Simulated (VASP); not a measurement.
Here is a VASP 6.6.1 calculation.

The input INCAR:

```
SYSTEM = In3Sb
PREC = Accurate
ENCUT = 520
EDIFF = 1E-6
ISMEAR = 0
SIGMA = 0.01
LREAL = .False.
LASPH = .True.
NELM = 60
ALGO = Normal
ISIF = 2
LWAVE = .False.
LCHARG = .True.
GGA = PS
LELF = .True.
LVHAR = .True.
NBANDS = 30
```

The input KPOINTS:

```
regular mesh
0
Gamma
  5 5 5
  0 0 0
```

POSCAR

```
In3Sb
1.0
    4.2635110241      0.0000000000      0.0000000000
    0.0000000000      4.2635110241      0.0000000000
    0.0000000000      0.0000000000      4.2635110241
Sb In
1 3
Direct
    0.0000000000      0.0000000000      0.0000000000
    0.0000000000      0.5000000000      0.5000000000
    0.5000000000      0.0000000000      0.5000000000
    0.5000000000      0.5000000000      0.0000000000
```

Potentials or basis: VASP PAW PBE potentials, release 64 (Sb, In_d).

Run with:

```console
$ cat potpaw_PBE.64/Sb/POTCAR potpaw_PBE.64/In_d/POTCAR > POTCAR
$ mpirun -np 1 vasp_std > vasp.out
```

(1) What does it give for the pressure?

(2) Predict the band gap on the k mesh.

Results:

(1) 30.1 GPa.

(2) zero (band 22 reaches 12.85 eV, above the bottom of band 23 at 9.54 eV).

Caveat: the PAW data sets were made with another functional, which shifts forces and pressure a little; spin-orbit coupling is left out, which moves the levels of the heavy elements.
